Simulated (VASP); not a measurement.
# Ga (Pm-3m) in VASP: a series of runs

Ga is run at these levels: PBE; tasks: single point.

Program: VASP 6.6.1. These are calculated values, not measurements. Logs are shortened: lines on timing, memory, paths and dates and some standing lists are left out, and cuts for length are marked.

### Step 1. The cell of the first run

The structure is cubic, space group Pm-3m (No. 221). The conventional cell has a = 2.716 Å, b = 2.716 Å, c = 2.716 Å, α = 90.00°, β = 90.00°, γ = 90.00°. Ga (site symmetry m-3m) has 6 Ga at 2.72 Å within 3.6 Å.

### Step 2. Single point, PBE

Input file INCAR:

```
ALGO     = Normal         # electronic algorithm
EDIFF    = 1E-6           # SCF threshold, eV
ENCUT    = 500            # plane-wave cutoff, eV
GGA      = PE             # functional
GGA_COMPAT= F            
ISIF     = 2              # what is computed and relaxed
ISMEAR   = 0              # smearing method
LASPH    = T              # aspherical terms in the spheres
LCHARG   = F              # write CHGCAR
LREAL    = F              # projectors in reciprocal space
LWAVE    = F              # write WAVECAR
NBANDS   = 12             # bands
NELM     = 120            # most SCF steps
PREC     = Accurate       # precision mode
SIGMA    = 0.017          # smearing width, eV
```

Input file KPOINTS:

```
k-points
0
Gamma
  10 10 10
```

Input file POSCAR:

```
Ga
1.0
    2.7164800000      0.0000000000      0.0000000000
    0.0000000000      2.7164800000      0.0000000000
    0.0000000000      0.0000000000      2.7164800000
Ga
1
Direct
    0.0000000000      0.0000000000      0.0000000000
```

Potentials or basis: VASP PAW PBE potentials, release 64 (Ga_d).

The run is started by

```sh
$ cat potpaw_PBE.64/Ga_d/POTCAR > POTCAR
$ mpirun -np 1 vasp_std > vasp.out
```

OUTCAR:

```text
EDIFF = 1E-6
   ENCUT = 500
   GGA = PE
   ISIF = 2
   ISMEAR = 0
   LASPH = T
   LREAL = F
   NELM = 120
   PREC = Accurate

 ion  position               nearest neighbor table
   1  0.000  0.000  0.000-

  LATTYP: Found a simple cubic cell.
 ALAT       =     2.7164800000

  Lattice vectors:

 A1 = (   2.7164800000,   0.0000000000,   0.0000000000)
 A2 = (   0.0000000000,   2.7164800000,   0.0000000000)
 A3 = (   0.0000000000,   0.0000000000,   2.7164800000)

Analysis of symmetry for initial positions (statically):
=====================================================================
 Subroutine PRICEL returns:
 Original cell was already a primitive cell.

 Routine SETGRP: Setting up the symmetry group for a
 simple cubic supercell.

 Subroutine GETGRP returns: Found 48 space group operations
 (whereof 48 operations were pure point group operations)
 out of a pool of 48 trial point group operations.

The static configuration has the point symmetry O_h .

Analysis of symmetry for dynamics (positions and initial velocities):
=====================================================================
 Subroutine PRICEL returns:
 Original cell was already a primitive cell.

 Routine SETGRP: Setting up the symmetry group for a
 simple cubic supercell.

 Subroutine GETGRP returns: Found 48 space group operations
 (whereof 48 operations were pure point group operations)
 out of a pool of 48 trial point group operations.

The dynamic configuration has the point symmetry O_h .

 Subroutine INISYM returns: Found 48 space group operations
 (whereof 48 operations are pure point group operations),
 and found     1 'primitive' translations

----------------------------------------------------------------------------------------

                                     Primitive cell

  volume of cell :      20.0456

  direct lattice vectors                    reciprocal lattice vectors
     2.716480000  0.000000000  0.000000000     0.368123454  0.000000000  0.000000000
     0.000000000  2.716480000  0.000000000     0.000000000  0.368123454  0.000000000
     0.000000000  0.000000000  2.716480000     0.000000000  0.000000000  0.368123454

  length of vectors
     2.716480000  2.716480000  2.716480000     0.368123454  0.368123454  0.368123454

  position of ions in fractional coordinates (direct lattice)
     0.000000000  0.000000000  0.000000000

  ion indices of the primitive-cell ions
   primitive index   ion index
                 1           1

----------------------------------------------------------------------------------------

 KPOINTS: k-points

Automatic generation of k-mesh.
 Grid dimensions read from file:
 generate k-points for:   10   10   10

 Generating k-lattice:

  Cartesian coordinates                     Fractional coordinates (reciprocal lattice)
     0.036812345  0.000000000  0.000000000     0.100000000  0.000000000  0.000000000
     0.000000000  0.036812345  0.000000000     0.000000000  0.100000000  0.000000000
     0.000000000  0.000000000  0.036812345     0.000000000  0.000000000  0.100000000

  Length of vectors
     0.036812345  0.036812345  0.036812345

  Shift w.r.t. Gamma in fractional coordinates (k-lattice)
     0.000000000  0.000000000  0.000000000

 Subroutine IBZKPT returns following result:
 ===========================================

 Found     56 irreducible k-points:

 Following reciprocal coordinates:
            Coordinates               Weight
  0.000000  0.000000  0.000000      1.000000
  0.100000  0.000000  0.000000      6.000000
  0.200000  0.000000  0.000000      6.000000
  0.300000  0.000000  0.000000      6.000000
  0.400000  0.000000  0.000000      6.000000
  0.500000  0.000000  0.000000      3.000000
[... 16 lines left out ...]
  0.200000  0.100000  0.100000     24.000000
  0.300000  0.100000  0.100000     24.000000
 [... further k-points ...]
   k-points           NKPTS =     56   k-points in BZ     NKDIM =     56   number of bands    NBANDS=     12
   number of dos      NEDOS =    301   number of ions     NIONS =      1
   total plane-waves  NPLWV =   8000
   dimension x,y,z NGX =    20 NGY =   20 NGZ =   20
   dimension x,y,z NGXF=    40 NGYF=   40 NGZF=   40
   ions per type =               1
   NGX,Y,Z   is equivalent  to a cutoff of  12.24, 12.24, 12.24 a.u.
   NGXF,Y,Z  is equivalent  to a cutoff of  24.48, 24.48, 24.48 a.u.
 SYSTEM =  unknown system
   PREC   = accura    normal or accurate (medium, high low for compatibility)
   ISTART =      0    job   : 0-new  1-cont  2-samecut
   ICHARG =      2    charge: 1-file 2-atom 10-const
   ISPIN  =      1    spin polarized calculation?
   LNONCOLLINEAR =      F non collinear calculations
   LSORBIT =      F    spin-orbit coupling
   LASPH  =      T    aspherical Exc in radial PAW
   ENCUT  =  500.0 eV  36.75 Ry    6.06 a.u.   4.95  4.95  4.95*2*pi/ulx,y,z
   NELM   =    120;   NELMIN=  2; NELMDL= -5     # of ELM steps
   EDIFF  = 0.1E-05   stopping-criterion for ELM
   LREAL  =      F    real-space projection
   EDIFFG = 0.1E-04   stopping-criterion for IOM
   NSW    =      0    number of steps for IOM
   IBRION =     -1    ionic relax: 0-MD 1-quasi-New 2-CG
   NFREE  =      0    steps in history (QN), initial steepest desc. (CG)
   ISIF   =      2    stress and relaxation
   ISYM   =      2    0-nonsym 1-usesym 2-fastsym
   POTIM  = 0.5000    time-step for ionic-motion
   TEBEG  =    0.0;   TEEND  =   0.0 temperature during run
   PSTRESS=    0.0 pullay stress
   NELECT =      13.0000    total number of electrons
   NUPDOWN=      -1.0000    fix difference up-down
   EMIN   =  10.00;   EMAX   =-10.00  energy-range for DOS
   EFERMI =   0.00;   METHOD = LEGACY
   ISMEAR =     0;   SIGMA  =   0.02  broadening in eV -4-tet -1-fermi 0-gaus
   EFERMI_NEDOS =   21; number of points for ismear=-14 and -15
   IALGO  =     38    algorithm
   IMIX   =      4    mixing-type and parameters
     AMIX     =   0.40;   BMIX     =  1.00
     AMIX_MAG =   1.60;   BMIX_MAG =  1.00
  volume/ion in A,a.u.               =      20.05       135.27
  Fermi-wavevector in a.u.,A,eV,Ry     =   1.417042  2.677821 27.320614  2.008008
  Thomas-Fermi vector in A             =   2.538314
   LORBIT       =      0    0 simple, 1 ext, 2 COOP (PROOUT), +10 PAW based schemes
   GGA     = PE    functional components
   LHFCALC =     F    Hartree Fock is set to
   AEXX    =    0.0000 exact exchange contribution
   IVDW    =     0    specifies the selected vdW correction
   LEPSILON=     F    determine dielectric tensor
   LRPA    =     F    only Hartree local field effects (RPA)
 non-spin polarized calculation
 Gauss-broadening in eV      SIGMA  =   0.02
  energy-cutoff  :      500.00
  volume of cell :       20.05
 maximum number of plane-waves:       536
 NGX is ok and might be reduce to    20
   NGX =  9   NGY =  9   NGZ =  9

 number of electron      13.0000027 magnetization

 Free energy of the ion-electron system (eV)
  ---------------------------------------------------
  ext. energy  EPLUGINS =         0.00000000
  ---------------------------------------------------
  free energy    TOTEN  =        -2.82809774 eV

  energy without entropy =       -2.82803898  energy(sigma->0) =       -2.82806836

 E-fermi :   4.7699     XC(G=0): -10.6330

 val. band max:        4.7520430216   @ k =   0.5000   0.5000   0.3000
 cond. band min:       4.7939844194   @ k =   0.4000   0.4000   0.1000
 fundamental gap:      0.0419413978
 Fermi energy:         4.7699440742

 k-point     1 :       0.0000    0.0000    0.0000
  band No.  band energies     occupation
      1     -10.3392      2.00000
      2     -10.3392      2.00000
      3      -9.8253      2.00000
      4      -9.8253      2.00000
      5      -9.8253      2.00000
      6      -5.7973      2.00000
      7      13.7174      0.00000
      8      13.7174      0.00000
      9      13.7174      0.00000
     10      16.6473      0.00000
     11      16.6473      0.00000
     12      19.1060      0.00000

 k-point     2 :       0.1000    0.0000    0.0000
  band No.  band energies     occupation
      1     -10.3354      2.00000
      2     -10.3059      2.00000
      3      -9.8390      2.00000
      4      -9.8390      2.00000
      5      -9.8242      2.00000
      6      -5.5944      2.00000
      7      11.2153      0.00000
      8      13.9278      0.00000
      9      13.9278      0.00000
     10      16.8199      0.00000
     11      18.1120      0.00000
     12      20.6353      0.00000

 k-point     3 :       0.2000    0.0000    0.0000
  band No.  band energies     occupation
      1     -10.3255      2.00000
      2     -10.2216      2.00000
      3      -9.8745      2.00000
      4      -9.8745      2.00000
      5      -9.8212      2.00000
      6      -4.9810      2.00000
      7       7.8878      0.00000
      8      14.5405      0.00000
      9      14.5405      0.00000
     10      17.3383      0.00000
     11      18.8550      0.00000
     12      24.6032      0.00000
[... 286 lines left out ...]
 k-point    23 :       0.2000    0.1000    0.1000
  band No.  band energies     occupation
      1     -10.2731      2.00000
      2     -10.1940      2.00000
      3      -9.8936      2.00000
      4      -9.8881      2.00000
      5      -9.8487      2.00000
      6      -4.5766      2.00000
      7       8.2557      0.00000
      8      11.9447      0.00000
      9      12.6394      0.00000
     10      20.6362      0.00000
     11      21.2871      0.00000
     12      24.3031      0.00000

 k-point    24 :       0.3000    0.1000    0.1000
  band No.  band energies     occupation
      1     -10.2613      2.00000
      2     -10.0890      2.00000
      3      -9.9411      2.00000
      4      -9.9337      2.00000
      5      -9.8444      2.00000
      6      -3.5552      2.00000
      7       5.2228      0.00000
      8      12.8688      0.00000
      9      13.5993      0.00000
     10      20.9597      0.00000
     11      21.2982      0.00000
     12      22.5183      0.00000

 [... further k-points ...]
[... 5 lines left out ...]
  --------------------------------------------------------------------------------------
  -------------------------------------------------------------------------------------
  Total        0.0780817      0.0780817      0.0780817     -0.0000000      0.0000000     -0.0000000
  in kB        6.2408028      6.2408028      6.2408028     -0.0000000      0.0000000     -0.0000000
  external PRESSURE =       6.2408028 kB  Pullay stress =       0.0000000 kB

 VOLUME and BASIS-vectors are now :
 -----------------------------------------------------------------------------
  energy-cutoff  :      500.00
  volume of cell :       20.05
      direct lattice vectors                 reciprocal lattice vectors
     2.716480000  0.000000000  0.000000000     0.368123454  0.000000000  0.000000000
     0.000000000  2.716480000  0.000000000     0.000000000  0.368123454  0.000000000
     0.000000000  0.000000000  2.716480000     0.000000000  0.000000000  0.368123454

 POSITION                                       TOTAL-FORCE (eV/Angst)
 -----------------------------------------------------------------------------------
      0.00000      0.00000      0.00000         0.000000      0.000000      0.000000
 -----------------------------------------------------------------------------------
    total drift:                                0.000000      0.000000      0.000000

  FREE ENERGIE OF THE ION-ELECTRON SYSTEM (eV)
  ---------------------------------------------------
  free  energy   TOTEN  =        -2.8280977445 eV

  energy  without entropy=       -2.8280389780  energy(sigma->0) =       -2.82806836
```

It took 4.7 s on 1 thread of Intel Xeon Platinum 8488C (Sapphire Rapids), shared host; peak memory 0.12 GiB.

What came out:

* Free energy: -2.8281 eV
* Pressure: 0.6 GPa

Levels at points of the mesh, in eV from the Fermi level:
| k point | band 3 | band 4 | band 5 | band 6 | band 7 | band 8 | band 9 | band 10 |
| --- | --- | --- | --- | --- | --- | --- | --- | --- |
| (0.00, 0.00, 0.00) | -14.60 | -14.60 | -14.60 | -10.57 | 8.95 | 8.95 | 8.95 | 11.88 |
| (0.50, 0.00, 0.00) | -14.74 | -14.74 | -14.58 | -6.21 | -4.10 | 12.37 | 12.37 | 15.58 |
| (0.50, 0.50, 0.00) | -14.72 | -14.72 | -14.46 | -1.66 | -0.67 | -0.67 | 4.22 | 15.88 |
| (0.50, 0.50, 0.50) | -14.93 | -14.45 | -14.45 | 2.62 | 2.62 | 2.62 | 3.76 | 8.19 |

### Step 3. Single point, PBE

Input file INCAR:

```
SYSTEM = Ga
PREC = Accurate
ENCUT = 500
EDIFF = 1E-6
ISMEAR = 0
SIGMA = 0.018000000000000002
LREAL = .False.
LASPH = .True.
NELM = 120
ALGO = Normal
ISIF = 2
LWAVE = .False.
LCHARG = .False.
GGA = PE
NBANDS = 12
GGA_COMPAT = .False.
```

Input file KPOINTS:

```
regular mesh
0
Gamma
  10 10 10
  0 0 0
```

POSCAR is that of step 2.

Potentials or basis: VASP PAW PBE potentials, release 64 (Ga_d).

The run is started by

```sh
$ cat potpaw_PBE.64/Ga_d/POTCAR > POTCAR
$ mpirun -np 1 vasp_std > vasp.out
```

It took 4.6 s on 1 thread of Intel Xeon Platinum 8488C (Sapphire Rapids), shared host; peak memory 0.12 GiB.

The run converged. Its results:

```yaml
Free_energy: -2.8281 eV
Pressure: 0.6 GPa
```

Levels at points of the mesh, in eV from the Fermi level:
| k point | band 2 | band 3 | band 4 | band 5 | band 6 | band 7 | band 8 | band 9 | band 10 | band 11 |
| --- | --- | --- | --- | --- | --- | --- | --- | --- | --- | --- |
| (0.00, 0.00, 0.00) | -15.11 | -14.60 | -14.60 | -14.60 | -10.57 | 8.95 | 8.95 | 8.95 | 11.88 | 11.88 |
| (0.50, 0.00, 0.00) | -14.79 | -14.74 | -14.74 | -14.58 | -6.21 | -4.10 | 12.37 | 12.37 | 15.58 | 16.42 |
| (0.50, 0.50, 0.00) | -14.92 | -14.72 | -14.72 | -14.46 | -1.66 | -0.67 | -0.67 | 4.22 | 15.88 | 20.46 |
| (0.50, 0.50, 0.50) | -14.93 | -14.93 | -14.45 | -14.45 | 2.62 | 2.62 | 2.62 | 3.76 | 8.19 | 8.19 |
